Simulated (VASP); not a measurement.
ZnS:

```xyz
2
Lattice="0.0000 2.6941 2.6941 2.6941 0.0000 2.6941 2.6941 2.6941 0.0000" Properties=species:S:1:pos:R:3 pbc="T T T"
Zn    0.0000    0.0000    0.0000
S     1.3470    1.3470    1.3470
```

Program: VASP 6.6.1. Alike in all runs: task single point; no spin polarisation; cell as given; cutoff (eV) 520; smearing gaussian 0.01 eV.

**Question.** Order these runs on this cell by their band gap on the k mesh, lowest first.
A. level LDA; potentials or basis VASP PAW LDA potentials, release 64 (Zn, S); k mesh 6 × 6 × 6
B. level HSE06; potentials or basis VASP PAW PBE potentials, release 64 (Zn, S); k mesh 4 × 4 × 4; grid for exact exchange (PRECFOCK) Normal; share of exact exchange 0.25; screening parameter 0.2079 1/Å
C. level HF; potentials or basis VASP PAW PBE potentials, release 64 (Zn, S); k mesh 4 × 4 × 4; grid for exact exchange (PRECFOCK) Normal; share of exact exchange 1
D. level PBE-based screened hybrid with 50 % exact exchange; potentials or basis VASP PAW PBE potentials, release 64 (Zn, S); k mesh 4 × 4 × 4; grid for exact exchange (PRECFOCK) Normal; share of exact exchange 0.5; screening parameter 0.3 1/Å
E. level r2SCAN; potentials or basis VASP PAW PBE potentials, release 64 (Zn, S); k mesh 6 × 6 × 6

**Answer.** A (1.93 eV), E (2.71 eV), B (3.38 eV), D (4.23 eV), C (10.44 eV).

Caveats: some runs use coarse meshes; the cell stands under tension (at least some runs).

A k mesh can miss the band edges.
